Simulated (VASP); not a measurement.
# Y2CN (P-3m1) in VASP: single point with PBE

Aim: the single point of Y2CN with PBE.

Program: VASP 6.6.1. These are calculated values, not measurements. Logs are shortened: lines on timing, memory, paths and dates and some standing lists are left out, and cuts for length are marked.

### 1 The cell of the first run

Symmetry: P-3m1, No. 164, trigonal system. Conventional cell: a = 3.566 Å, b = 3.566 Å, c = 5.655 Å, α = 90.00°, β = 90.00°, γ = 120.00°. Within 3.3 Å of Y (site symmetry 3m) lie 3 N at 2.50 Å and 3 C at 2.50 Å. C (site symmetry -3m) has 6 Y at 2.50 Å and 2 N at 2.83 Å within 3.3 Å. N (site symmetry -3m) has 6 Y at 2.50 Å and 2 C at 2.83 Å within 3.3 Å.

### 2 Single point, PBE

Input file INCAR:

```
ALGO = Fast
EDIFF = 1E-6
ENCUT = 520
GGA = PE
ISIF = 2
ISMEAR = 0
LASPH = T
LCHARG = F
LREAL = F
LWAVE = F
NBANDS = 24
NELM = 100
PREC = Accurate
SIGMA = 0.1
```

Input file KPOINTS:

```
k-points
0
Gamma
  15 15 8
```

Input file POSCAR:

```
Y2CN
1.0
    3.5658407052      0.0000000000      0.0000000000
   -1.7829203526      3.0881086365      0.0000000000
    0.0000000000      0.0000000000      5.6548177809
Y C N
2 1 1
Direct
    0.3333333333      0.6666666667      0.7500531166
    0.6666666667      0.3333333333      0.2499468834
    0.0000000000      0.0000000000      0.5000000000
    0.0000000000      0.0000000000      0.0000000000
```

Potentials or basis: VASP PAW PBE potentials, release 64 (Y_sv, C, N).

The run is started by

```
> cat potpaw_PBE.64/Y_sv/POTCAR potpaw_PBE.64/C/POTCAR potpaw_PBE.64/N/POTCAR > POTCAR
> mpirun -np 1 vasp_std > vasp.out
```

OUTCAR:

```text
EDIFF = 1E-6
   ENCUT = 520
   GGA = PE
   ISIF = 2
   ISMEAR = 0
   LASPH = T
   LREAL = F
   NELM = 100
   PREC = Accurate

 ion  position               nearest neighbor table
   1  0.333  0.667  0.750-   4 2.50   4 2.50   4 2.50   3 2.50   3 2.50   3 2.50   2 3.50   2 3.50
                             2 3.50   2 3.50   2 3.50   2 3.50
   2  0.667  0.333  0.250-   4 2.50   4 2.50   4 2.50   3 2.50   3 2.50   3 2.50   1 3.50   1 3.50
                             1 3.50   1 3.50   1 3.50   1 3.50
   3  0.000  0.000  0.500-   1 2.50   2 2.50   1 2.50   2 2.50   2 2.50   1 2.50
   4  0.000  0.000  0.000-   1 2.50   2 2.50   1 2.50   2 2.50   2 2.50   1 2.50

  LATTYP: Found a hexagonal cell.
 ALAT       =     3.5658407052
 C/A-ratio  =     1.5858301726

  Lattice vectors:

 A1 = (   3.5658407052,   0.0000000000,   0.0000000000)
 A2 = (  -1.7829203526,   3.0881086365,   0.0000000000)
 A3 = (   0.0000000000,   0.0000000000,   5.6548177809)

Analysis of symmetry for initial positions (statically):
=====================================================================
 Subroutine PRICEL returns:
 Original cell was already a primitive cell.

 Routine SETGRP: Setting up the symmetry group for a
 hexagonal supercell.

 Subroutine GETGRP returns: Found 12 space group operations
 (whereof 12 operations were pure point group operations)
 out of a pool of 24 trial point group operations.

The static configuration has the point symmetry D_3d.

Analysis of symmetry for dynamics (positions and initial velocities):
=====================================================================
 Subroutine PRICEL returns:
 Original cell was already a primitive cell.

 Routine SETGRP: Setting up the symmetry group for a
 hexagonal supercell.

 Subroutine GETGRP returns: Found 12 space group operations
 (whereof 12 operations were pure point group operations)
 out of a pool of 24 trial point group operations.

The dynamic configuration has the point symmetry D_3d.

 Subroutine INISYM returns: Found 12 space group operations
 (whereof 12 operations are pure point group operations),
 and found     1 'primitive' translations

----------------------------------------------------------------------------------------

                                     Primitive cell

  volume of cell :      62.2692

  direct lattice vectors                    reciprocal lattice vectors
     3.565840705  0.000000000  0.000000000     0.280438775  0.161911402  0.000000000
    -1.782920353  3.088108636  0.000000000     0.000000000  0.323822805  0.000000000
     0.000000000  0.000000000  5.654817781     0.000000000  0.000000000  0.176840358

  length of vectors
     3.565840705  3.565840705  5.654817781     0.323822805  0.323822805  0.176840358

  position of ions in fractional coordinates (direct lattice)
     0.333333333  0.666666667  0.750053117
     0.666666667  0.333333333  0.249946883
     0.000000000  0.000000000  0.500000000
     0.000000000  0.000000000  0.000000000

  ion indices of the primitive-cell ions
   primitive index   ion index
                 1           1
                 2           2
                 3           3
                 4           4

----------------------------------------------------------------------------------------

 KPOINTS: k-points

Automatic generation of k-mesh.
 Grid dimensions read from file:
 generate k-points for:   15   15    8

 Generating k-lattice:

  Cartesian coordinates                     Fractional coordinates (reciprocal lattice)
     0.018695918  0.010794093  0.000000000     0.066666667 -0.000000000  0.000000000
     0.000000000  0.021588187  0.000000000     0.000000000  0.066666667  0.000000000
     0.000000000  0.000000000  0.022105045     0.000000000  0.000000000  0.125000000

  Length of vectors
     0.021588187  0.021588187  0.022105045

  Shift w.r.t. Gamma in fractional coordinates (k-lattice)
     0.000000000  0.000000000  0.000000000

 Subroutine IBZKPT returns following result:
 ===========================================

 Found    192 irreducible k-points:

 Following reciprocal coordinates:
            Coordinates               Weight
  0.000000  0.000000  0.000000      1.000000
  0.066667 -0.000000  0.000000      6.000000
  0.133333 -0.000000  0.000000      6.000000
  0.200000  0.000000  0.000000      6.000000
  0.266667 -0.000000  0.000000      6.000000
  0.333333  0.000000  0.000000      6.000000
[... 16 lines left out ...]
  0.333333  0.200000  0.000000     12.000000
  0.400000  0.200000  0.000000      6.000000
 [... further k-points ...]
   k-points           NKPTS =    192   k-points in BZ     NKDIM =    192   number of bands    NBANDS=     24
   number of dos      NEDOS =    301   number of ions     NIONS =      4
   total plane-waves  NPLWV =  32928
   dimension x,y,z NGX =    28 NGY =   28 NGZ =   42
   dimension x,y,z NGXF=    56 NGYF=   56 NGZF=   84
   ions per type =               2   1   1
   NGX,Y,Z   is equivalent  to a cutoff of  13.05, 13.05, 12.35 a.u.
   NGXF,Y,Z  is equivalent  to a cutoff of  26.11, 26.11, 24.70 a.u.
 SYSTEM =  unknown system
   PREC   = accura    normal or accurate (medium, high low for compatibility)
   ISTART =      0    job   : 0-new  1-cont  2-samecut
   ICHARG =      2    charge: 1-file 2-atom 10-const
   ISPIN  =      1    spin polarized calculation?
   LNONCOLLINEAR =      F non collinear calculations
   LSORBIT =      F    spin-orbit coupling
   LASPH  =      T    aspherical Exc in radial PAW
   ENCUT  =  520.0 eV  38.22 Ry    6.18 a.u.   6.63  6.63 10.51*2*pi/ulx,y,z
   NELM   =    100;   NELMIN=  2; NELMDL= -5     # of ELM steps
   EDIFF  = 0.1E-05   stopping-criterion for ELM
   LREAL  =      F    real-space projection
   EDIFFG = 0.1E-04   stopping-criterion for IOM
   NSW    =      0    number of steps for IOM
   IBRION =     -1    ionic relax: 0-MD 1-quasi-New 2-CG
   NFREE  =      0    steps in history (QN), initial steepest desc. (CG)
   ISIF   =      2    stress and relaxation
   ISYM   =      2    0-nonsym 1-usesym 2-fastsym
   POTIM  = 0.5000    time-step for ionic-motion
   TEBEG  =    0.0;   TEEND  =   0.0 temperature during run
   PSTRESS=    0.0 pullay stress
   NELECT =      31.0000    total number of electrons
   NUPDOWN=      -1.0000    fix difference up-down
   EMIN   =  10.00;   EMAX   =-10.00  energy-range for DOS
   EFERMI =   0.00;   METHOD = LEGACY
   ISMEAR =     0;   SIGMA  =   0.10  broadening in eV -4-tet -1-fermi 0-gaus
   EFERMI_NEDOS =   21; number of points for ismear=-14 and -15
   IALGO  =     68    algorithm
   IMIX   =      4    mixing-type and parameters
     AMIX     =   0.40;   BMIX     =  1.00
     AMIX_MAG =   1.60;   BMIX_MAG =  1.00
  volume/ion in A,a.u.               =      15.57       105.05
  Fermi-wavevector in a.u.,A,eV,Ry     =   1.297491  2.451902 22.905175  1.683483
  Thomas-Fermi vector in A             =   2.428880
   LORBIT       =      0    0 simple, 1 ext, 2 COOP (PROOUT), +10 PAW based schemes
   GGA     = PE    functional components
   LHFCALC =     F    Hartree Fock is set to
   AEXX    =    0.0000 exact exchange contribution
   IVDW    =     0    specifies the selected vdW correction
   LEPSILON=     F    determine dielectric tensor
   LRPA    =     F    only Hartree local field effects (RPA)
 non-spin polarized calculation
 RMM-DIIS sequential band-by-band and
 Gauss-broadening in eV      SIGMA  =   0.10
  energy-cutoff  :      520.00
  volume of cell :       62.27
 maximum number of plane-waves:      1713
 NGX is ok and might be reduce to    28
   NGX = 13   NGY = 13   NGZ = 21

 number of electron      30.9999997 magnetization

 Free energy of the ion-electron system (eV)
  ---------------------------------------------------
  ext. energy  EPLUGINS =         0.00000000
  ---------------------------------------------------
  free energy    TOTEN  =       -33.27559628 eV

  energy without entropy =      -33.26819779  energy(sigma->0) =      -33.27189704

 E-fermi :   4.1422     XC(G=0): -10.9774

 val. band max:        4.1210707066   @ k =   0.0000   0.1333   0.2500
 cond. band min:       4.1489727420   @ k =  -0.0667   0.2000   0.2500
 fundamental gap:      0.0279020355
 Fermi energy:         4.1421634334

 k-point     1 :       0.0000    0.0000    0.0000
  band No.  band energies     occupation
      1     -36.9927      2.00000
      2     -36.8915      2.00000
      3     -17.5749      2.00000
      4     -16.8285      2.00000
      5     -16.8285      2.00000
      6     -16.7430      2.00000
[... 16 lines left out ...]
     23       8.2949      0.00000
     24      11.5909      0.00000

 k-point     2 :       0.0667   -0.0000    0.0000
  band No.  band energies     occupation
      1     -36.9894      2.00000
      2     -36.8902      2.00000
      3     -17.5600      2.00000
      4     -16.8568      2.00000
      5     -16.8392      2.00000
      6     -16.7721      2.00000
[... 16 lines left out ...]
     23       8.9035      0.00000
     24      11.3818      0.00000

 k-point     3 :       0.1333   -0.0000    0.0000
  band No.  band energies     occupation
      1     -36.9799      2.00000
      2     -36.8865      2.00000
      3     -17.5167      2.00000
      4     -16.9407      2.00000
      5     -16.8670      2.00000
      6     -16.8476      2.00000
[... 16 lines left out ...]
     23       9.8301      0.00000
     24      10.8940      0.00000

 k-point     4 :       0.2000    0.0000    0.0000
  band No.  band energies     occupation
      1     -36.9655      2.00000
      2     -36.8814      2.00000
      3     -17.4495      2.00000
      4     -17.0696      2.00000
      5     -16.9466      2.00000
      6     -16.9041      2.00000
[... 16 lines left out ...]
     23      10.3628      0.00000
     24      10.7970      0.00000

 k-point     5 :       0.2667   -0.0000    0.0000
  band No.  band energies     occupation
      1     -36.9482      2.00000
      2     -36.8763      2.00000
      3     -17.3671      2.00000
      4     -17.2154      2.00000
      5     -17.0516      2.00000
      6     -16.9436      2.00000
[... 16 lines left out ...]
     23      10.5649      0.00000
     24      11.3629      0.00000

 k-point     6 :       0.3333    0.0000    0.0000
  band No.  band energies     occupation
      1     -36.9304      2.00000
      2     -36.8725      2.00000
      3     -17.3669      2.00000
      4     -17.2612      2.00000
      5     -17.1473      2.00000
      6     -16.9795      2.00000
[... 16 lines left out ...]
     23      11.0840      0.00000
     24      11.2380      0.00000
[... 379 lines left out ...]
 k-point    21 :       0.2000    0.2000    0.0000
  band No.  band energies     occupation
      1     -36.9260      2.00000
      2     -36.8718      2.00000
      3     -17.3346      2.00000
      4     -17.2365      2.00000
      5     -17.1867      2.00000
      6     -16.9631      2.00000
[... 16 lines left out ...]
     23      10.8857      0.00000
     24      11.3028      0.00000

 k-point    22 :       0.2667    0.2000    0.0000
  band No.  band energies     occupation
      1     -36.9110      2.00000
      2     -36.8708      2.00000
      3     -17.4117      2.00000
      4     -17.2146      2.00000
      5     -17.1576      2.00000
      6     -17.0230      2.00000
[... 16 lines left out ...]
     23      11.2642      0.00000
     24      11.6528      0.00000

 k-point    23 :       0.3333    0.2000    0.0000
  band No.  band energies     occupation
      1     -36.8990      2.00000
      2     -36.8721      2.00000
      3     -17.4671      2.00000
      4     -17.2141      2.00000
      5     -17.0860      2.00000
      6     -17.0821      2.00000
[... 16 lines left out ...]
     23      11.4217      0.00000
     24      11.7955      0.00000

 k-point    24 :       0.4000    0.2000    0.0000
  band No.  band energies     occupation
      1     -36.8937      2.00000
      2     -36.8735      2.00000
      3     -17.4866      2.00000
      4     -17.2047      2.00000
      5     -17.1168      2.00000
      6     -17.0464      2.00000
[... 16 lines left out ...]
     23      11.4927      0.00000
     24      11.8980      0.00000

 [... further k-points ...]

------------------------ aborting loop because EDIFF is reached ----------------------------------------

  FORCE on cell =-STRESS in cart. coord.  units (eV):
  Direction    XX          YY          ZZ          XY          YZ          ZX
  --------------------------------------------------------------------------------------
  -------------------------------------------------------------------------------------
  Total       -0.0480335     -0.0480335     -0.0491310      0.0000000      0.0000000      0.0000000
  in kB       -1.2358957     -1.2358957     -1.2641331      0.0000000      0.0000000      0.0000000
  external PRESSURE =      -1.2453082 kB  Pullay stress =       0.0000000 kB

 VOLUME and BASIS-vectors are now :
 -----------------------------------------------------------------------------
  energy-cutoff  :      520.00
  volume of cell :       62.27
      direct lattice vectors                 reciprocal lattice vectors
     3.565840705  0.000000000  0.000000000     0.280438775  0.161911402  0.000000000
    -1.782920353  3.088108636  0.000000000     0.000000000  0.323822805  0.000000000
     0.000000000  0.000000000  5.654817781     0.000000000  0.000000000  0.176840358

 POSITION                                       TOTAL-FORCE (eV/Angst)
 -----------------------------------------------------------------------------------
     -0.00000      2.05874      4.24141         0.000000      0.000000     -0.004955
      1.78292      1.02937      1.41340        -0.000000      0.000000      0.004955
      0.00000      0.00000      2.82741         0.000000      0.000000      0.000000
      0.00000      0.00000      0.00000         0.000000      0.000000      0.000000
 -----------------------------------------------------------------------------------
    total drift:                                0.000000     -0.000000     -0.000000

  FREE ENERGIE OF THE ION-ELECTRON SYSTEM (eV)
  ---------------------------------------------------
  free  energy   TOTEN  =       -33.2755962812 eV

  energy  without entropy=      -33.2681977949  energy(sigma->0) =      -33.27189704
```

It took 3.2 min on 1 thread of Intel Xeon 6975P-C (Granite Rapids), shared host; peak memory 0.42 GiB.

Results:

```yaml
Free_energy: -33.2756 eV
Pressure: -0.1 GPa
Largest_force: 0.005 eV/Å
Band_gap_on_the_k_mesh: zero (an odd number of electrons rules out a gap without spin polarisation)
```

Forces on the atoms (eV/Å):
```
Y    0.000  0.000 -0.005
Y    0.000  0.000  0.005
C    0.000  0.000  0.000
N    0.000  0.000  0.000
```
